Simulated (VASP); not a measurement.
A run of VASP 6.6.1 is set up as follows.

The input INCAR:

```
SYSTEM = Si
  PREC = Accurate
  ENCUT = 520
  EDIFF = 1E-6
  ISMEAR = 0
  SIGMA = 0.05
  LREAL = .False.
  LASPH = .True.
  NELM = 60
  ALGO = Normal
  ISIF = 2
  LWAVE = .False.
  LCHARG = .False.
  GGA = CA
  NBANDS = 11
```

KPOINTS

```
Automatic mesh
0
Gamma
  10 10 10
  0 0 0
```

Contents of POSCAR:

```
Si
1.0
    0.0000000000      2.7526728422      2.6425659285
    2.7526728422      0.0000000000      2.6425659285
    2.7526728422      2.7526728422      0.0000000000
Si
2
Direct
    0.5000000000      0.5000000000      0.5000000000
    0.7500000000      0.7500000000      0.7500000000
```

Potentials or basis: VASP PAW LDA potentials, release 64 (Si).

The run is started by

```console
$ cat potpaw_LDA.64/Si/POTCAR > POTCAR
$ mpirun -np 1 vasp_std > vasp.out
```

(1) Estimate the pressure.

(2) What does it give for the band gap on the k mesh?

Results:

(1) -1.5 GPa.

(2) 0.05 eV, indirect (least direct gap 2.25 eV).
